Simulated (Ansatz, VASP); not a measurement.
**One calculation of Sb, two programs**

The input POSCAR:

```
Sb
1.0
    3.2864000000      0.0000000000      0.0000000000
    0.0000000000      3.2864000000      0.0000000000
    0.0000000000      0.0000000000      2.9072000000
Sb
1
Direct
    0.0000000000      0.0000000000      0.0000000000
```

INCAR.step1

```
SYSTEM = Sb
ALGO = Normal ; EDIFF = 1E-4
ENCUT = 520 ; GGA = PE
ISMEAR = 0 ; LASPH = .TRUE.
LCHARG = .FALSE. ; LREAL = .FALSE.
LWAVE = .TRUE. ; NBANDS = 8
NELM = 80 ; PREC = Accurate
SIGMA = 0.15
```

INCAR.step2

```
SYSTEM = Sb
ALGO = Normal ; EDIFF = 1E-6
ENCUT = 520 ; ISIF = 2
ISMEAR = 0 ; ISTART = 1
LASPH = .TRUE. ; LCHARG = .FALSE.
LMIXTAU = .TRUE. ; LREAL = .FALSE.
LWAVE = .FALSE. ; METAGGA = R2SCAN
NBANDS = 8 ; NELM = 80
PREC = Accurate ; SIGMA = 0.15
```

KPOINTS

```
k-points
0
G
  16 16 16
  0 0 0
```

Input for Ansatz:

```yaml
crystal:
  lattice:
    - [3.2864, 0.0, 0.0]
    - [0.0, 3.2864, 0.0]
    - [0.0, 0.0, 2.9072]
  atoms:
    - { symbol: Sb, position: [0.0, 0.0, 0.0] }
basis:
  ecutwfc: 500
kpoints:
  mp_grid: { grid: [16, 16, 16] }
hamiltonian:
  xc: r2scan
scf:
  occupations: { method: gaussian, width: 0.15 }
output:
  forces: true
  stress: true
  eigenvalues: true
```

Change from the starting cell: strain +0.040 along x and y, -0.080 along z, atoms carried along.

Alike in both runs: task single point; functional r2SCAN; k mesh 16 × 16 × 16; occupations gaussian, width 0.15 eV; no spin polarisation.

|  | VASP | Ansatz |
| --- | --- | --- |
| version | VASP 6.6.1 | Ansatz 0.2.0 |
| potentials or method | VASP PAW PBE potentials, release 64 (Sb), cutoff 520 eV | scalar-relativistic, plane waves, PAW |
| valence electrons in the cell | 5 | 15 |

Ansatz gave:

| Property | Result |
| --- | --- |
| gap on the k mesh at the Fermi level (eV) | none |
| pressure (GPa) | -1.9 |
| traceless stress, the component that is largest in VASP (GPa) | 9.91 |

Question: Which values does VASP return?

Answer: gap on the k mesh at the Fermi level (eV): none; pressure (GPa): -1.8; traceless stress, the component that is largest in VASP (GPa): 9.99.

VASP's potentials were made for PBE, not for r2SCAN. A gap of «none» marks a metal or a gap that the smearing closes. VASP's potentials hold 5 valence electrons a cell and Ansatz's 15, so a difference there can come from the potentials and not from the codes.

Spin-orbit coupling is off throughout.
